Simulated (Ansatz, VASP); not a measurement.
## Two plane-wave programs on SrH4Pb

Contents of POSCAR:

```
SrH4Pb
1.0
    0.0000000000      3.4529341457      3.4529341457
    3.4529341457      0.0000000000      3.4529341457
    3.4529341457      3.4529341457      0.0000000000
Sr H Pb
1 4 1
Direct
    0.2500000000      0.2500000000      0.2500000000
    0.6222806016      0.1331581951      0.6222806016
    0.6222806016      0.6222806016      0.1331581951
    0.6222806016      0.6222806016      0.6222806016
    0.1331581951      0.6222806016      0.6222806016
    0.0000000000      0.0000000000      0.0000000000
```

File INCAR.step1:

```
PREC     = Accurate       # precision mode
ENCUT    = 600            # plane-wave cutoff, eV
ISMEAR   = 0              # smearing method
SIGMA    = 0.1            # smearing width, eV
LREAL    = False          # projectors in reciprocal space
LASPH    = True           # aspherical terms in the spheres
NELM     = 100            # most SCF steps
GGA      = PE             # functional
ALGO     = Normal         # electronic algorithm
EDIFF    = 1E-4           # SCF threshold, eV
LWAVE    = True           # write WAVECAR
LCHARG   = False          # write CHGCAR
```

Contents of INCAR.step2:

```
PREC     = Accurate       # precision mode
ENCUT    = 600            # plane-wave cutoff, eV
EDIFF    = 1E-6           # SCF threshold, eV
ISMEAR   = 0              # smearing method
SIGMA    = 0.1            # smearing width, eV
LREAL    = False          # projectors in reciprocal space
LASPH    = True           # aspherical terms in the spheres
NELM     = 100            # most SCF steps
ALGO     = Normal         # electronic algorithm
ISIF     = 3              # what is computed and relaxed
LWAVE    = False          # write WAVECAR
LCHARG   = False          # write CHGCAR
METAGGA  = R2SCAN         # meta-GGA
LMIXTAU  = True         
IBRION   = 2              # ionic algorithm
NSW      = 100            # ionic steps
EDIFFG   = -0.01          # ionic threshold
ISTART   = 1
```

File KPOINTS:

```
Automatic mesh
0
Gamma
  10 10 10
```

Input for Ansatz:

```yaml
crystal:
  lattice:
    - [0.0, 3.4529341457, 3.4529341457]
    - [3.4529341457, 0.0, 3.4529341457]
    - [3.4529341457, 3.4529341457, 0.0]
  atoms:
    - { symbol: Sr, position: [0.25, 0.25, 0.25] }
    - { symbol: H, position: [0.6222806016, 0.1331581951, 0.6222806016] }
    - { symbol: H, position: [0.6222806016, 0.6222806016, 0.1331581951] }
    - { symbol: H, position: [0.6222806016, 0.6222806016, 0.6222806016] }
    - { symbol: H, position: [0.1331581951, 0.6222806016, 0.6222806016] }
    - { symbol: Pb, position: [0.0, 0.0, 0.0] }
basis:
  ecutwfc: 500
kpoints:
  mp_grid: { grid: [10, 10, 10] }
hamiltonian:
  xc: r2scan
scf:
  occupations: { method: gaussian, width: 0.1 }
output:
  forces: true
  stress: true
  eigenvalues: true
relax:
  adjacent_minimum: "off"
  f_tol: 0.01
  max_steps: 80
  cell: { stress_tol: 0.05 }
```

Alike in both runs: task relaxation of cell and atoms; functional r2SCAN; k mesh 10 × 10 × 10; occupations gaussian, width 0.1 eV; no spin polarisation.

|  | VASP | Ansatz |
| --- | --- | --- |
| version | VASP 6.6.1 | Ansatz 0.2.0 |
| potentials or method | VASP PAW PBE potentials, release 64 (Sr_sv, H, Pb_d), cutoff 600 eV | scalar-relativistic, plane waves, PAW |
| valence electrons in the cell | 28 | 28 |

|  | VASP | Ansatz | Ansatz less VASP |
| --- | --- | --- | --- |
| gap on the k mesh at the Fermi level, each at its own relaxed structure (eV) | 0.04 | 0.05 | +0.005 |
| relaxed volume (Å³/atom) | 13.75 | 13.72 | -0.028 |
| relaxed cell length with the largest relative difference (Å) | 4.887 | 4.883 | -0.0033 |

VASP's potentials were made for PBE, not for r2SCAN.

Spin-orbit coupling is off throughout.
